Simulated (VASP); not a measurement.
# MgC2 (P6/mmm) in VASP: single point with PBE

Aim: the single point of MgC2 with PBE.

Everything below comes from runs of VASP 6.6.1. Logs are shortened: lines on timing, memory, paths and dates and some standing lists are left out, and cuts for length are marked.

## 1. The cell of the first run

The structure is hexagonal, space group P6/mmm (No. 191). Conventional cell: a = 3.086 Å, b = 3.086 Å, c = 5.585 Å, α = 90.00°, β = 90.00°, γ = 120.00°. Mg (site symmetry 6/mmm) has 2 C at 1.87 Å within 2.5 Å. C (site symmetry 6mm) has 1 C at 1.85 Å and 1 Mg at 1.87 Å within 2.5 Å.

The cell was generated, and may not be a known phase.

## 2. Single point, PBE

File INCAR:

```
ALGO     = Normal         # electronic algorithm
EDIFF    = 1E-6           # SCF threshold, eV
ENCUT    = 840            # plane-wave cutoff, eV
GGA      = PE             # functional
GGA_COMPAT= F            
ISIF     = 2              # what is computed and relaxed
ISMEAR   = 0              # smearing method
LASPH    = T              # aspherical terms in the spheres
LCHARG   = F              # write CHGCAR
LREAL    = F              # projectors in reciprocal space
LWAVE    = F              # write WAVECAR
NBANDS   = 16             # bands
NELM     = 120            # most SCF steps
PREC     = Accurate       # precision mode
SIGMA    = 0.1            # smearing width, eV
```

File KPOINTS:

```
k-points
0
Gamma
  6 6 4
```

File POSCAR:

```
MgC2
1.0
    3.0864490900      0.0000000000      0.0000000000
   -1.5432245500      2.6729433200      0.0000000000
    0.0000000000      0.0000000000      5.5852701000
Mg C
1 2
Direct
    0.0000000000      0.0000000000      0.5000000000
    0.0000000000      0.0000000000      0.1655322000
    0.0000000000      0.0000000000      0.8344678000
```

Potentials or basis: VASP PAW PBE potentials, release 64 (Mg_sv, C).

The run is started by

```
cat potpaw_PBE.64/Mg_sv/POTCAR potpaw_PBE.64/C/POTCAR > POTCAR
mpirun -np 1 vasp_std > vasp.out
```

OUTCAR:

```text
EDIFF = 1E-6
   ENCUT = 840
   GGA = PE
   ISIF = 2
   ISMEAR = 0
   LASPH = T
   LREAL = F
   NELM = 120
   PREC = Accurate

 ion  position               nearest neighbor table
   1  0.000  0.000  0.500-   2 1.87   3 1.87
   2  0.000  0.000  0.166-   3 1.85   1 1.87
   3  0.000  0.000  0.834-   2 1.85   1 1.87

  LATTYP: Found a hexagonal cell.
 ALAT       =     3.0864490900
 C/A-ratio  =     1.8096103118

  Lattice vectors:

 A1 = (   3.0864490900,   0.0000000000,   0.0000000000)
 A2 = (  -1.5432245500,   2.6729433200,   0.0000000000)
 A3 = (   0.0000000000,   0.0000000000,   5.5852701000)

Analysis of symmetry for initial positions (statically):
=====================================================================
 Subroutine PRICEL returns:
 Original cell was already a primitive cell.

 Routine SETGRP: Setting up the symmetry group for a
 hexagonal supercell.

 Subroutine GETGRP returns: Found 24 space group operations
 (whereof 24 operations were pure point group operations)
 out of a pool of 24 trial point group operations.

The static configuration has the point symmetry D_6h.

Analysis of symmetry for dynamics (positions and initial velocities):
=====================================================================
 Subroutine PRICEL returns:
 Original cell was already a primitive cell.

 Routine SETGRP: Setting up the symmetry group for a
 hexagonal supercell.

 Subroutine GETGRP returns: Found 24 space group operations
 (whereof 24 operations were pure point group operations)
 out of a pool of 24 trial point group operations.

The dynamic configuration has the point symmetry D_6h.

 Subroutine INISYM returns: Found 24 space group operations
 (whereof 24 operations are pure point group operations),
 and found     1 'primitive' translations

----------------------------------------------------------------------------------------

                                     Primitive cell

  volume of cell :      46.0779

  direct lattice vectors                    reciprocal lattice vectors
     3.086449090  0.000000000  0.000000000     0.323996920  0.187059710  0.000000000
    -1.543224550  2.672943320  0.000000000     0.000000000  0.374119418  0.000000000
     0.000000000  0.000000000  5.585270100     0.000000000  0.000000000  0.179042371

  length of vectors
     3.086449090  3.086449093  5.585270100     0.374119419  0.374119418  0.179042371

  position of ions in fractional coordinates (direct lattice)
     0.000000000  0.000000000  0.500000000
     0.000000000  0.000000000  0.165532200
     0.000000000  0.000000000  0.834467800

  ion indices of the primitive-cell ions
   primitive index   ion index
                 1           1
                 2           2
                 3           3

----------------------------------------------------------------------------------------

 KPOINTS: k-points

Automatic generation of k-mesh.
 Grid dimensions read from file:
 generate k-points for:    6    6    4

 Generating k-lattice:

  Cartesian coordinates                     Fractional coordinates (reciprocal lattice)
     0.053999487  0.031176618  0.000000000     0.166666667  0.000000000  0.000000000
     0.000000000  0.062353236  0.000000000     0.000000000  0.166666667  0.000000000
     0.000000000  0.000000000  0.044760593     0.000000000  0.000000000  0.250000000

  Length of vectors
     0.062353236  0.062353236  0.044760593

  Shift w.r.t. Gamma in fractional coordinates (k-lattice)
     0.000000000  0.000000000  0.000000000

 Subroutine IBZKPT returns following result:
 ===========================================

 Found     21 irreducible k-points:

 Following reciprocal coordinates:
            Coordinates               Weight
  0.000000  0.000000  0.000000      1.000000
  0.166667 -0.000000  0.000000      6.000000
  0.333333 -0.000000  0.000000      6.000000
  0.500000  0.000000  0.000000      3.000000
  0.166667  0.166667  0.000000      6.000000
  0.333333  0.166667  0.000000     12.000000
[... 13 lines left out ...]
  0.333333  0.166667  0.500000     12.000000
  0.333333  0.333333  0.500000      2.000000
   k-points           NKPTS =     21   k-points in BZ     NKDIM =     21   number of bands    NBANDS=     16
   number of dos      NEDOS =    301   number of ions     NIONS =      3
   total plane-waves  NPLWV =  48600
   dimension x,y,z NGX =    30 NGY =   30 NGZ =   54
   dimension x,y,z NGXF=    60 NGYF=   60 NGZF=  108
   ions per type =               1   2
   NGX,Y,Z   is equivalent  to a cutoff of  16.16, 16.16, 16.07 a.u.
   NGXF,Y,Z  is equivalent  to a cutoff of  32.32, 32.32, 32.15 a.u.
 SYSTEM =  unknown system
   PREC   = accura    normal or accurate (medium, high low for compatibility)
   ISTART =      0    job   : 0-new  1-cont  2-samecut
   ICHARG =      2    charge: 1-file 2-atom 10-const
   ISPIN  =      1    spin polarized calculation?
   LNONCOLLINEAR =      F non collinear calculations
   LSORBIT =      F    spin-orbit coupling
   LASPH  =      T    aspherical Exc in radial PAW
   ENCUT  =  840.0 eV  61.74 Ry    7.86 a.u.   7.29  7.29 13.20*2*pi/ulx,y,z
   NELM   =    120;   NELMIN=  2; NELMDL= -5     # of ELM steps
   EDIFF  = 0.1E-05   stopping-criterion for ELM
   LREAL  =      F    real-space projection
   EDIFFG = 0.1E-04   stopping-criterion for IOM
   NSW    =      0    number of steps for IOM
   IBRION =     -1    ionic relax: 0-MD 1-quasi-New 2-CG
   NFREE  =      0    steps in history (QN), initial steepest desc. (CG)
   ISIF   =      2    stress and relaxation
   ISYM   =      2    0-nonsym 1-usesym 2-fastsym
   POTIM  = 0.5000    time-step for ionic-motion
   TEBEG  =    0.0;   TEEND  =   0.0 temperature during run
   PSTRESS=    0.0 pullay stress
   NELECT =      18.0000    total number of electrons
   NUPDOWN=      -1.0000    fix difference up-down
   EMIN   =  10.00;   EMAX   =-10.00  energy-range for DOS
   EFERMI =   0.00;   METHOD = LEGACY
   ISMEAR =     0;   SIGMA  =   0.10  broadening in eV -4-tet -1-fermi 0-gaus
   EFERMI_NEDOS =   21; number of points for ismear=-14 and -15
   IALGO  =     38    algorithm
   IMIX   =      4    mixing-type and parameters
     AMIX     =   0.40;   BMIX     =  1.00
     AMIX_MAG =   1.60;   BMIX_MAG =  1.00
  volume/ion in A,a.u.               =      15.36       103.65
  Fermi-wavevector in a.u.,A,eV,Ry     =   1.196744  2.261519 19.486218  1.432197
  Thomas-Fermi vector in A             =   2.332677
   LORBIT       =      0    0 simple, 1 ext, 2 COOP (PROOUT), +10 PAW based schemes
   GGA     = PE    functional components
   LHFCALC =     F    Hartree Fock is set to
   AEXX    =    0.0000 exact exchange contribution
   IVDW    =     0    specifies the selected vdW correction
   LEPSILON=     F    determine dielectric tensor
   LRPA    =     F    only Hartree local field effects (RPA)
 non-spin polarized calculation
 Gauss-broadening in eV      SIGMA  =   0.10
  energy-cutoff  :      840.00
  volume of cell :       46.08
 maximum number of plane-waves:      2594
 NGX is ok and might be reduce to    30
   NGX = 15   NGY = 15   NGZ = 27

 number of electron      18.0000005 magnetization

 Free energy of the ion-electron system (eV)
  ---------------------------------------------------
  ext. energy  EPLUGINS =         0.00000000
  ---------------------------------------------------
  free energy    TOTEN  =       -10.83041747 eV

  energy without entropy =      -10.82255386  energy(sigma->0) =      -10.82648566

 E-fermi :   1.4284     XC(G=0):  -9.2892

 val. band max:        1.3950036483   @ k =   0.1667  -0.0000   0.2500
 cond. band min:       1.5277149813   @ k =   0.1667  -0.0000   0.5000
 fundamental gap:      0.1327113330
 Fermi energy:         1.4284054754

 k-point     1 :       0.0000    0.0000    0.0000
  band No.  band energies     occupation
      1     -73.3383      2.00000
      2     -40.1141      2.00000
      3     -40.1141      2.00000
      4     -40.0449      2.00000
      5     -10.4405      2.00000
      6      -6.8909      2.00000
[... 8 lines left out ...]
     15      12.3809      0.00000
     16      14.8533      0.00000

 k-point     2 :       0.1667   -0.0000    0.0000
  band No.  band energies     occupation
      1     -73.3373      2.00000
      2     -40.1232      2.00000
      3     -40.1163      2.00000
      4     -40.0436      2.00000
      5     -10.1181      2.00000
      6      -6.5788      2.00000
[... 8 lines left out ...]
     15      12.8904      0.00000
     16      12.9364      0.00000

 k-point     3 :       0.3333   -0.0000    0.0000
  band No.  band energies     occupation
      1     -73.3357      2.00000
      2     -40.1415      2.00000
      3     -40.1208      2.00000
      4     -40.0411      2.00000
      5      -9.3348      2.00000
      6      -5.8098      2.00000
[... 8 lines left out ...]
     15      13.3820      0.00000
     16      13.3936      0.00000

 k-point     4 :       0.5000    0.0000    0.0000
  band No.  band energies     occupation
      1     -73.3349      2.00000
      2     -40.1507      2.00000
      3     -40.1231      2.00000
      4     -40.0399      2.00000
      5      -8.8279      2.00000
      6      -5.2999      2.00000
[... 8 lines left out ...]
     15      12.7639      0.00000
     16      12.9458      0.00000
[... 267 lines left out ...]
 k-point    19 :       0.1667    0.1667    0.5000
  band No.  band energies     occupation
      1     -73.3361      2.00000
      2     -40.1352      2.00000
      3     -40.1214      2.00000
      4     -40.0418      2.00000
      5      -9.3444      2.00000
      6      -6.8443      2.00000
[... 8 lines left out ...]
     15      12.1175      0.00000
     16      13.6334      0.00000

 k-point    20 :       0.3333    0.1667    0.5000
  band No.  band energies     occupation
      1     -73.3349      2.00000
      2     -40.1460      2.00000
      3     -40.1278      2.00000
      4     -40.0399      2.00000
      5      -8.6925      2.00000
      6      -5.9498      2.00000
[... 8 lines left out ...]
     15      11.5222      0.00000
     16      13.1778      0.00000

 k-point    21 :       0.3333    0.3333    0.5000
  band No.  band energies     occupation
      1     -73.3344      2.00000
      2     -40.1397      2.00000
      3     -40.1397      2.00000
      4     -40.0393      2.00000
      5      -8.4529      2.00000
      6      -5.6066      2.00000
[... 8 lines left out ...]
     15      12.5593      0.00000
     16      12.5593      0.00000

------------------------ aborting loop because EDIFF is reached ----------------------------------------

  FORCE on cell =-STRESS in cart. coord.  units (eV):
  Direction    XX          YY          ZZ          XY          YZ          ZX
  --------------------------------------------------------------------------------------
  -------------------------------------------------------------------------------------
  Total       -1.3160739     -1.3160739     -0.4802254      0.0000000     -0.0000000     -0.0000000
  in kB      -45.7612413    -45.7612413    -16.6979300      0.0000001     -0.0000000     -0.0000000
  external PRESSURE =     -36.0734709 kB  Pullay stress =       0.0000000 kB

 VOLUME and BASIS-vectors are now :
 -----------------------------------------------------------------------------
  energy-cutoff  :      840.00
  volume of cell :       46.08
      direct lattice vectors                 reciprocal lattice vectors
     3.086449090  0.000000000  0.000000000     0.323996920  0.187059710  0.000000000
    -1.543224550  2.672943320  0.000000000     0.000000000  0.374119418  0.000000000
     0.000000000  0.000000000  5.585270100     0.000000000  0.000000000  0.179042371

 POSITION                                       TOTAL-FORCE (eV/Angst)
 -----------------------------------------------------------------------------------
      0.00000      0.00000      2.79264         0.000000      0.000000      0.000000
      0.00000      0.00000      0.92454        -0.000000      0.000000     -8.263137
      0.00000      0.00000      4.66073         0.000000     -0.000000      8.263137
 -----------------------------------------------------------------------------------
    total drift:                                0.000000      0.000000      0.000000

  FREE ENERGIE OF THE ION-ELECTRON SYSTEM (eV)
  ---------------------------------------------------
  free  energy   TOTEN  =       -10.8304174691 eV

  energy  without entropy=      -10.8225538561  energy(sigma->0) =      -10.82648566
```

Run time: 26 s. Hardware: 1 thread of Intel Xeon Platinum 8259CL at 2.50GHz (Skylake/Cascade Lake), shared host; peak memory 0.21 GiB.

Results:

- Free energy: -10.8304 eV
- Pressure: -3.6 GPa
- Largest force: 8.263 eV/Å
- Band gap on the k mesh: zero (bands 9 and 10 overlap by 1.89 eV)

Forces in eV/Å, atoms in the order of the input:
```
Mg   0.000  0.000  0.000
C    0.000  0.000 -8.263
C    0.000  0.000  8.263
```

Caveat: the k points lie up to 0.39 Å⁻¹ apart, too coarse for converged energies and pressures of a metal; forces of over 1 eV/Å act on the atoms, so gaps and moduli don't describe the material at rest.

The gap in the log of VASP goes by the Fermi energy; the results here count the filled bands.